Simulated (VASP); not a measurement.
A run of VASP 6.6.1:

File INCAR:

```
SYSTEM = Zn2Cu3Si2Se8
PREC = Accurate
ENCUT = 520
EDIFF = 1E-6
ISMEAR = -1
SIGMA = 0.05
LREAL = Auto
LASPH = .TRUE.
NELM = 100
ALGO = Normal
ISIF = 2
LWAVE = .FALSE.
LCHARG = .TRUE.
GGA = PS
LELF = .TRUE.
LVHAR = .TRUE.
NBANDS = 70
NELECT = 114.0
```

The input KPOINTS:

```
regular mesh
0
G
  2 2 1
  0 0 0
```

Contents of POSCAR:

```
Zn2Cu3Si2Se8
1.0
    5.7316980000      0.0000000000      0.0000000000
    0.0000000000      5.7316980000      0.0000000000
    0.0000000000      0.0000000000     11.3322100000
Zn Si Cu Se
2 2 3 8
Direct
   -0.0249140831      0.4497620077      0.2367058147
    0.4622016024      0.0090898020      0.7259131273
   -0.0428494314     -0.0530732778      0.4840538606
    0.4516113724      0.4750250275     -0.0003882738
   -0.0605928645     -0.0275660023     -0.0088861749
    0.4718671500     -0.0697873475      0.2571254857
    0.5141931763      0.5142629636      0.5294024731
    0.2111241730      0.2446395466      0.8825727727
    0.1810807199      0.1855122164      0.3718692117
    0.7746570039      0.2322697393      0.6155286568
    0.6987458167      0.1834185960      0.1333985163
    0.7440203584      0.6961113443      0.3731222771
    0.6892372906      0.6864806904      0.8637503188
    0.2151194986      0.6984841141      0.1157497081
    0.1981960669      0.7579778279      0.6187672131
```

Potentials or basis: VASP PAW PBE potentials, release 64 (Zn, Si, Cu, Se).

Run with:

```sh
$ cat potpaw_PBE.64/Zn/POTCAR potpaw_PBE.64/Si/POTCAR potpaw_PBE.64/Cu/POTCAR potpaw_PBE.64/Se/POTCAR > POTCAR
$ mpirun -np 1 vasp_std > vasp.out
```

Hardware: 1 thread of Intel Xeon 8259CL, with other jobs on the host.

Q: How long does it take, and how much memory?

A: It took 5.6 min on 1 thread of Intel Xeon 8259CL (shared host), peak memory 0.48 GiB. Counts: scf iterations 18, k points 4.
